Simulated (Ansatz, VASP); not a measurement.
# CaF2: VASP beside Ansatz

```
Ca F
1.0
     0.00000    2.80724    2.80724
     2.80724    0.00000    2.80724
     2.80724    2.80724    0.00000
Ca F
1 2
Direct
  0.00000 0.00000 0.00000
  0.25000 0.25000 0.25000
  0.75000 0.75000 0.75000
```

Alike in both runs: task single point; functional r2SCAN; k mesh 8 × 8 × 8; occupations gaussian, width 0.02 eV; no spin polarisation.

|  | VASP | Ansatz |
| --- | --- | --- |
| version | VASP 6.6.1 | Ansatz 0.2.0 |
| potentials or method | VASP PAW PBE potentials, release 64 (Ca_sv, F), cutoff 660 eV | scalar-relativistic, plane waves, PAW |
| valence electrons in the cell | 24 | 24 |

Ansatz gave:

| Quantity | Value |
| --- | --- |
| gap on the k mesh at the Fermi level (eV) | 7.48 |
| least direct gap on the mesh (eV) | 7.72 |
| pressure (GPa) | -6.9 |

Task: Estimate VASP's values.

Result: gap on the k mesh at the Fermi level (eV): 7.48; least direct gap on the mesh (eV): 7.72; pressure (GPa): -6.7.

VASP's potentials were made for PBE, not for r2SCAN.
